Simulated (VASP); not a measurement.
Runs of VASP 6.6.1 on Sn. The structure is that of space group Fd-3m (No. 227), or close to it. The cells are those of the table. 

```csv
cell,further INCAR settings,gap on the mesh (eV),pressure (GPa)
"a = 4.707, b = 4.742, c = 4.742 Å, angles 59.5, 60.2, 60.2°, 2 atoms",ALGO = Fast; EDIFF = 1e-07; NBANDS = 21,none,-0.6
"a = 4.707, b = 4.832, c = 4.832 Å, angles 58.3, 60.9, 60.9°, 2 atoms",ALGO = Fast; EDIFF = 1e-07; NBANDS = 21,none,(a)
"a = 4.707, b = 4.814, c = 4.814 Å, angles 58.5, 60.7, 60.7°, 2 atoms",ALGO = Fast; EDIFF = 1e-06; NBANDS = 21,none,-1.5
"a = 4.707, b = 4.778, c = 4.778 Å, angles 59.0, 60.5, 60.5°, 2 atoms",ALGO = Fast; EDIFF = 1e-06; NBANDS = 21,none,-1.1
"a = 4.707, b = 4.672, c = 4.672 Å, angles 60.5, 59.8, 59.8°, 2 atoms",ALGO = Fast; EDIFF = 1e-07; NBANDS = 21,none,(b)
```

Alike in all rows: task single point; level PBE; potentials or basis VASP PAW PBE potentials, release 64 (Sn_d); no spin polarisation; k mesh 16 × 16 × 16; cutoff (eV) 520; smearing gaussian 0.15 eV.

**Question.** Fill in the values left out.

**Answer.** (a) -1.7; (b) 0.5.

Caveats: spin-orbit coupling is left out, which moves the levels of the heavy elements.

A k mesh can miss the band edges, and the runs leave out spin-orbit coupling on Sn.

A gap of «none» marks levels without a gap at the run's occupations.
